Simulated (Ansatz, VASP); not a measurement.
# NaI in VASP and in Ansatz

```
CELL_PARAMETERS angstrom
0.00000 3.23640 3.23640
3.23640 0.00000 3.23640
3.23640 3.23640 0.00000
ATOMIC_POSITIONS crystal
Na 0.00000 0.00000 0.00000
I 0.50000 0.50000 0.50000
```

Alike in both runs: task relaxation of cell and atoms; functional PBEsol; k mesh 14 × 14 × 14; occupations fermi-dirac, width 0.05 eV; no spin polarisation.

|  | VASP | Ansatz |
| --- | --- | --- |
| version | VASP 6.6.1 | Ansatz 0.2.0 |
| potentials or method | VASP PAW PBE potentials, release 64 (Na_pv, I) | PAW with Ansatz's default frozen-core files, scalar-relativistic |
| plane-wave cutoff (eV) | 600 | 420 |
| valence electrons in the cell | 14 | 26 |

```tsv
	VASP	Ansatz	Ansatz less VASP
relaxed volume (Å³/atom)	32.91	32.78	-0.130
relaxed cell length with the largest relative difference (Å)	4.532	4.526	-0.0060
```

VASP's potentials were made for PBE, not for PBEsol. VASP's potentials hold 14 valence electrons a cell and Ansatz's 26, so a difference there can come from the potentials and not from the codes.

Neither program's run includes spin-orbit coupling.
